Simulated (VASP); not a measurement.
# Mg2Si (Fm-3m) in VASP: settings compared

The runs below take Mg2Si through single point, with PBE, LDA, r2SCAN.

Program: VASP 6.6.1. These are calculated values, not measurements. Logs are shortened: lines on timing, memory, paths and dates and some standing lists are left out, and cuts for length are marked.

### Step 1. The cell of the first run

The structure is cubic, space group Fm-3m (No. 225). The conventional cell has a = 6.338 Å, b = 6.338 Å, c = 6.338 Å, α = 90.00°, β = 90.00°, γ = 90.00°. Mg (site symmetry -43m) has 4 Si at 2.74 Å and 6 Mg at 3.17 Å within 3.6 Å. Within 3.6 Å of Si (site symmetry m-3m) lie 8 Mg at 2.74 Å.

### Step 2. Single point, PBE

Input file INCAR:

```
SYSTEM = Mg2Si
PREC = Accurate
ENCUT = 600
EDIFF = 1E-6
ISMEAR = 0
SIGMA = 0.01
LREAL = .FALSE.
LASPH = .TRUE.
NELM = 120
ALGO = Normal
ISIF = 2
LWAVE = .FALSE.
LCHARG = .FALSE.
GGA = PE
NBANDS = 11
GGA_COMPAT = .FALSE.
```

Input file KPOINTS:

```
Automatic mesh
0
G
  4 4 4
  0 0 0
```

Input file POSCAR:

```
Mg2Si
1.0
    0.0000000000      3.1689705500      3.1689705500
    3.1689705500      0.0000000000      3.1689705500
    3.1689705500      3.1689705500      0.0000000000
Mg Si
2 1
Direct
    0.2500000000      0.2500000000      0.2500000000
    0.7500000000      0.7500000000      0.7500000000
    0.0000000000      0.0000000000      0.0000000000
```

Potentials or basis: VASP PAW PBE potentials, release 64 (Mg, Si).

The run is started by

```console
$ cat potpaw_PBE.64/Mg/POTCAR potpaw_PBE.64/Si/POTCAR > POTCAR
$ mpirun -np 1 vasp_std > vasp.out
```

OUTCAR:

```text
SYSTEM = Mg2Si
   PREC = Accurate
   ENCUT = 600
   EDIFF = 1E-6
   ISMEAR = 0
   LREAL = .FALSE.
   LASPH = .TRUE.
   NELM = 120
   ISIF = 2
   GGA = PE

 ion  position               nearest neighbor table
   1  0.250  0.250  0.250-   3 2.74   3 2.74   3 2.74   3 2.74   2 3.17   2 3.17   2 3.17   2 3.17
                             2 3.17   2 3.17
   2  0.750  0.750  0.750-   3 2.74   3 2.74   3 2.74   3 2.74   1 3.17   1 3.17   1 3.17   1 3.17
                             1 3.17   1 3.17
   3  0.000  0.000  0.000-   2 2.74   2 2.74   2 2.74   1 2.74   1 2.74   1 2.74   2 2.74   1 2.74

  LATTYP: Found a face centered cubic cell.
 ALAT       =     6.3379411000

  Lattice vectors:

 A1 = (   0.0000000000,   3.1689705500,   3.1689705500)
 A2 = (   3.1689705500,   0.0000000000,   3.1689705500)
 A3 = (   3.1689705500,   3.1689705500,   0.0000000000)

Analysis of symmetry for initial positions (statically):
=====================================================================
 Subroutine PRICEL returns:
 Original cell was already a primitive cell.

 Routine SETGRP: Setting up the symmetry group for a
 face centered cubic supercell.

 Subroutine GETGRP returns: Found 48 space group operations
 (whereof 48 operations were pure point group operations)
 out of a pool of 48 trial point group operations.

The static configuration has the point symmetry O_h .

Analysis of symmetry for dynamics (positions and initial velocities):
=====================================================================
 Subroutine PRICEL returns:
 Original cell was already a primitive cell.

 Routine SETGRP: Setting up the symmetry group for a
 face centered cubic supercell.

 Subroutine GETGRP returns: Found 48 space group operations
 (whereof 48 operations were pure point group operations)
 out of a pool of 48 trial point group operations.

The dynamic configuration has the point symmetry O_h .

 Subroutine INISYM returns: Found 48 space group operations
 (whereof 48 operations are pure point group operations),
 and found     1 'primitive' translations

----------------------------------------------------------------------------------------

                                     Primitive cell

  volume of cell :      63.6480

  direct lattice vectors                    reciprocal lattice vectors
     0.000000000  3.168970550  3.168970550    -0.157779945  0.157779945  0.157779945
     3.168970550  0.000000000  3.168970550     0.157779945 -0.157779945  0.157779945
     3.168970550  3.168970550  0.000000000     0.157779945  0.157779945 -0.157779945

  length of vectors
     4.481601131  4.481601131  4.481601131     0.273282882  0.273282882  0.273282882

  position of ions in fractional coordinates (direct lattice)
     0.250000000  0.250000000  0.250000000
     0.750000000  0.750000000  0.750000000
     0.000000000  0.000000000  0.000000000

  ion indices of the primitive-cell ions
   primitive index   ion index
                 1           1
                 2           2
                 3           3

----------------------------------------------------------------------------------------

 KPOINTS: Automatic mesh

Automatic generation of k-mesh.
 Grid dimensions read from file:
 generate k-points for:    4    4    4

 Generating k-lattice:

  Cartesian coordinates                     Fractional coordinates (reciprocal lattice)
    -0.039444986  0.039444986  0.039444986     0.250000000  0.000000000  0.000000000
     0.039444986 -0.039444986  0.039444986     0.000000000  0.250000000  0.000000000
     0.039444986  0.039444986 -0.039444986     0.000000000  0.000000000  0.250000000

  Length of vectors
     0.068320720  0.068320720  0.068320720

  Shift w.r.t. Gamma in fractional coordinates (k-lattice)
     0.000000000  0.000000000  0.000000000

 Subroutine IBZKPT returns following result:
 ===========================================

 Found      8 irreducible k-points:

 Following reciprocal coordinates:
            Coordinates               Weight
  0.000000  0.000000  0.000000      1.000000
  0.250000  0.000000  0.000000      8.000000
  0.500000  0.000000  0.000000      4.000000
  0.250000  0.250000  0.000000      6.000000
  0.500000  0.250000  0.000000     24.000000
 -0.250000  0.250000  0.000000     12.000000
  0.500000  0.500000  0.000000      3.000000
 -0.250000  0.500000  0.250000      6.000000
   k-points           NKPTS =      8   k-points in BZ     NKDIM =      8   number of bands    NBANDS=     11
   number of dos      NEDOS =    301   number of ions     NIONS =      3
   total plane-waves  NPLWV =  46656
   dimension x,y,z NGX =    36 NGY =   36 NGZ =   36
   dimension x,y,z NGXF=    72 NGYF=   72 NGZF=   72
   ions per type =               2   1
   NGX,Y,Z   is equivalent  to a cutoff of  13.35, 13.35, 13.35 a.u.
   NGXF,Y,Z  is equivalent  to a cutoff of  26.71, 26.71, 26.71 a.u.
 SYSTEM =  Mg2Si
   PREC   = accura    normal or accurate (medium, high low for compatibility)
   ISTART =      0    job   : 0-new  1-cont  2-samecut
   ICHARG =      2    charge: 1-file 2-atom 10-const
   ISPIN  =      1    spin polarized calculation?
   LNONCOLLINEAR =      F non collinear calculations
   LSORBIT =      F    spin-orbit coupling
   LASPH  =      T    aspherical Exc in radial PAW
   ENCUT  =  600.0 eV  44.10 Ry    6.64 a.u.   8.95  8.95  8.95*2*pi/ulx,y,z
   NELM   =    120;   NELMIN=  2; NELMDL= -5     # of ELM steps
   EDIFF  = 0.1E-05   stopping-criterion for ELM
   LREAL  =      F    real-space projection
   EDIFFG = 0.1E-04   stopping-criterion for IOM
   NSW    =      0    number of steps for IOM
   IBRION =     -1    ionic relax: 0-MD 1-quasi-New 2-CG
   NFREE  =      0    steps in history (QN), initial steepest desc. (CG)
   ISIF   =      2    stress and relaxation
   ISYM   =      2    0-nonsym 1-usesym 2-fastsym
   POTIM  = 0.5000    time-step for ionic-motion
   TEBEG  =    0.0;   TEEND  =   0.0 temperature during run
   PSTRESS=    0.0 pullay stress
   NELECT =       8.0000    total number of electrons
   NUPDOWN=      -1.0000    fix difference up-down
   EMIN   =  10.00;   EMAX   =-10.00  energy-range for DOS
   EFERMI =   0.00;   METHOD = LEGACY
   ISMEAR =     0;   SIGMA  =   0.01  broadening in eV -4-tet -1-fermi 0-gaus
   EFERMI_NEDOS =   21; number of points for ismear=-14 and -15
   IALGO  =     38    algorithm
   IMIX   =      4    mixing-type and parameters
     AMIX     =   0.40;   BMIX     =  1.00
     AMIX_MAG =   1.60;   BMIX_MAG =  1.00
  volume/ion in A,a.u.               =      21.22       143.17
  Fermi-wavevector in a.u.,A,eV,Ry     =   0.820056  1.549680  9.149798  0.672491
  Thomas-Fermi vector in A             =   1.930970
   LORBIT       =      0    0 simple, 1 ext, 2 COOP (PROOUT), +10 PAW based schemes
   GGA     = PE    functional components
   LHFCALC =     F    Hartree Fock is set to
   AEXX    =    0.0000 exact exchange contribution
   IVDW    =     0    specifies the selected vdW correction
   LEPSILON=     F    determine dielectric tensor
   LRPA    =     F    only Hartree local field effects (RPA)
 non-spin polarized calculation
 Gauss-broadening in eV      SIGMA  =   0.01
  energy-cutoff  :      600.00
  volume of cell :       63.65
 maximum number of plane-waves:      2148
   NGX = 17   NGY = 17   NGZ = 17

 number of electron       8.0000000 magnetization

 Free energy of the ion-electron system (eV)
  ---------------------------------------------------
  ext. energy  EPLUGINS =         0.00000000
  ---------------------------------------------------
  free energy    TOTEN  =        -8.75493986 eV

  energy without entropy =       -8.75493986  energy(sigma->0) =       -8.75493986

 E-fermi :   3.7686     XC(G=0):  -8.7968

 val. band max:        3.6833325245   @ k =   0.0000   0.0000   0.0000
 cond. band min:       3.8461776642   @ k =   0.5000   0.5000   0.0000
 fundamental gap:      0.1628451397
 Fermi energy:         3.7685840050

 k-point     1 :       0.0000    0.0000    0.0000
  band No.  band energies     occupation
      1      -5.4638      2.00000
      2       3.6833      2.00000
      3       3.6833      2.00000
      4       3.6833      2.00000
      5       5.5909      0.00000
      6       6.2214      0.00000
      7       6.2214      0.00000
      8       6.2214      0.00000
      9       9.2998      0.00000
     10       9.2998      0.00000
     11      10.1703      0.00000

 k-point     2 :       0.2500    0.0000    0.0000
  band No.  band energies     occupation
      1      -4.9183      2.00000
      2       0.8725      2.00000
      3       3.2460      2.00000
      4       3.2460      2.00000
      5       5.3398      0.00000
      6       6.6729      0.00000
      7       6.6729      0.00000
      8       8.5375      0.00000
      9       8.6969      0.00000
     10       8.6969      0.00000
     11       9.8681      0.00000

 k-point     3 :       0.5000    0.0000    0.0000
  band No.  band energies     occupation
      1      -4.0152      2.00000
      2      -1.1215      2.00000
      3       2.9738      2.00000
      4       2.9738      2.00000
      5       4.9419      0.00000
      6       6.2004      0.00000
      7       6.2004      0.00000
      8       8.6735      0.00000
      9      11.6706      0.00000
     10      11.6706      0.00000
     11      11.8913      0.00000

 k-point     4 :       0.2500    0.2500    0.0000
  band No.  band energies     occupation
      1      -4.7319      2.00000
      2       1.2561      2.00000
      3       2.4117      2.00000
      4       2.4117      2.00000
      5       4.8716      0.00000
      6       5.4361      0.00000
      7       8.4752      0.00000
      8       8.4752      0.00000
      9       9.1151      0.00000
     10      10.2103      0.00000
     11      12.4392      0.00000

 k-point     5 :       0.5000    0.2500    0.0000
  band No.  band energies     occupation
      1      -3.8048      2.00000
      2      -0.4499      2.00000
      3       1.0699      2.00000
      4       2.2011      2.00000
      5       4.6469      0.00000
      6       6.8253      0.00000
      7       8.1819      0.00000
      8       8.1913      0.00000
      9      11.2158      0.00000
     10      11.5350      0.00000
     11      12.7013      0.00000

 k-point     6 :      -0.2500    0.2500    0.0000
  band No.  band energies     occupation
      1      -4.1468      2.00000
      2       0.0718      2.00000
      3       0.8541      2.00000
      4       2.8678      2.00000
      5       5.4617      0.00000
      6       7.7836      0.00000
      7       7.8130      0.00000
      8       7.8349      0.00000
      9       7.8955      0.00000
     10      11.3123      0.00000
     11      12.4764      0.00000

 k-point     7 :       0.5000    0.5000    0.0000
  band No.  band energies     occupation
      1      -3.4471      2.00000
      2      -0.7893      2.00000
      3       1.7152      2.00000
      4       1.7152      2.00000
      5       3.8462      0.00000
      6       4.0605      0.00000
      7      11.6269      0.00000
      8      11.6269      0.00000
      9      12.0869      0.00000
     10      12.0869      0.00000
     11      12.5849      0.00000

 k-point     8 :      -0.2500    0.5000    0.2500
  band No.  band energies     occupation
      1      -3.3969      2.00000
      2       0.0483      2.00000
      3       0.0483      2.00000
      4       0.9886      2.00000
      5       6.3378      0.00000
      6       7.2363      0.00000
      7       7.2363      0.00000
      8       7.5707      0.00000
      9      12.1475      0.00000
     10      12.1527      0.00000
     11      12.1527      0.00000

------------------------ aborting loop because EDIFF is reached ----------------------------------------

  FORCE on cell =-STRESS in cart. coord.  units (eV):
  Direction    XX          YY          ZZ          XY          YZ          ZX
  --------------------------------------------------------------------------------------
  -------------------------------------------------------------------------------------
  Total        0.2222440      0.2222440      0.2222440      0.0000000      0.0000000      0.0000000
  in kB        5.5944332      5.5944332      5.5944332      0.0000000      0.0000000      0.0000000
  external PRESSURE =       5.5944332 kB  Pullay stress =       0.0000000 kB

 VOLUME and BASIS-vectors are now :
 -----------------------------------------------------------------------------
  energy-cutoff  :      600.00
  volume of cell :       63.65
      direct lattice vectors                 reciprocal lattice vectors
     0.000000000  3.168970550  3.168970550    -0.157779945  0.157779945  0.157779945
     3.168970550  0.000000000  3.168970550     0.157779945 -0.157779945  0.157779945
     3.168970550  3.168970550  0.000000000     0.157779945  0.157779945 -0.157779945

 POSITION                                       TOTAL-FORCE (eV/Angst)
 -----------------------------------------------------------------------------------
      1.58449      1.58449      1.58449        -0.000000      0.000000     -0.000000
      4.75346      4.75346      4.75346         0.000000     -0.000000      0.000000
      0.00000      0.00000      0.00000        -0.000000     -0.000000     -0.000000
 -----------------------------------------------------------------------------------
    total drift:                               -0.000000     -0.000000     -0.000000

  FREE ENERGIE OF THE ION-ELECTRON SYSTEM (eV)
  ---------------------------------------------------
  free  energy   TOTEN  =        -8.7549398632 eV

  energy  without entropy=       -8.7549398632  energy(sigma->0) =       -8.75493986
```

Wall time 19 s (1 thread of Intel Xeon 8259CL, shared host); peak memory 0.2 GiB.

Results:

* Free energy: -8.7549 eV
* Pressure: 0.6 GPa
* Band gap on the k mesh: 0.16 eV, indirect (least direct gap 1.91 eV)

Caveat: the k points lie up to 0.43 Å⁻¹ apart.

### Step 3. Single point, PBE

Input file INCAR:

```
PREC = Accurate ; ENCUT = 600
EDIFF = 1E-6 ; ISMEAR = 0
SIGMA = 0.01 ; LREAL = F
LASPH = T ; NELM = 120
ALGO = Normal ; ISIF = 2
LWAVE = F ; LCHARG = F
GGA = PE ; NBANDS = 11
GGA_COMPAT = F
```

Input file KPOINTS:

```
regular mesh
0
Gamma
  4 4 4
```

POSCAR is that of step 2.

Potentials or basis: VASP PAW PBE potentials, release 64 (Mg, Si).

The run is started by

```console
$ cat potpaw_PBE.64/Mg/POTCAR potpaw_PBE.64/Si/POTCAR > POTCAR
$ mpirun -np 1 vasp_std > vasp.out
```

OUTCAR:

```text
PREC = Accurate
   ENCUT = 600
   EDIFF = 1E-6
   ISMEAR = 0
   LREAL = F
   LASPH = T
   NELM = 120
   ISIF = 2
   GGA = PE

 ion  position               nearest neighbor table
   1  0.250  0.250  0.250-   3 2.74   3 2.74   3 2.74   3 2.74   2 3.17   2 3.17   2 3.17   2 3.17
                             2 3.17   2 3.17
   2  0.750  0.750  0.750-   3 2.74   3 2.74   3 2.74   3 2.74   1 3.17   1 3.17   1 3.17   1 3.17
                             1 3.17   1 3.17
   3  0.000  0.000  0.000-   2 2.74   2 2.74   2 2.74   1 2.74   1 2.74   1 2.74   2 2.74   1 2.74

[... 289 lines left out ...]
  FORCE on cell =-STRESS in cart. coord.  units (eV):
  Direction    XX          YY          ZZ          XY          YZ          ZX
  --------------------------------------------------------------------------------------
  -------------------------------------------------------------------------------------
  Total        0.2222440      0.2222440      0.2222440      0.0000000      0.0000000      0.0000000
  in kB        5.5944332      5.5944332      5.5944332      0.0000000      0.0000000      0.0000000
  external PRESSURE =       5.5944332 kB  Pullay stress =       0.0000000 kB

 VOLUME and BASIS-vectors are now :
 -----------------------------------------------------------------------------
  energy-cutoff  :      600.00
  volume of cell :       63.65
      direct lattice vectors                 reciprocal lattice vectors
     0.000000000  3.168970550  3.168970550    -0.157779945  0.157779945  0.157779945
     3.168970550  0.000000000  3.168970550     0.157779945 -0.157779945  0.157779945
     3.168970550  3.168970550  0.000000000     0.157779945  0.157779945 -0.157779945

 POSITION                                       TOTAL-FORCE (eV/Angst)
 -----------------------------------------------------------------------------------
      1.58449      1.58449      1.58449        -0.000000      0.000000     -0.000000
      4.75346      4.75346      4.75346         0.000000     -0.000000      0.000000
      0.00000      0.00000      0.00000        -0.000000     -0.000000     -0.000000
 -----------------------------------------------------------------------------------
    total drift:                               -0.000000     -0.000000     -0.000000

  FREE ENERGIE OF THE ION-ELECTRON SYSTEM (eV)
  ---------------------------------------------------
  free  energy   TOTEN  =        -8.7549398632 eV

  energy  without entropy=       -8.7549398632  energy(sigma->0) =       -8.75493986
```

Run time: 21 s. Hardware: 1 thread of Intel Xeon 8259CL, shared host; peak memory 0.2 GiB.

Results:

```
Free energy            : -8.7549 eV
Pressure               : 0.6 GPa
Band gap on the k mesh : 0.16 eV, indirect (least direct gap 1.91 eV)
```

Caveat: the k points lie up to 0.43 Å⁻¹ apart.

(Part 1 of 2 ends here.)
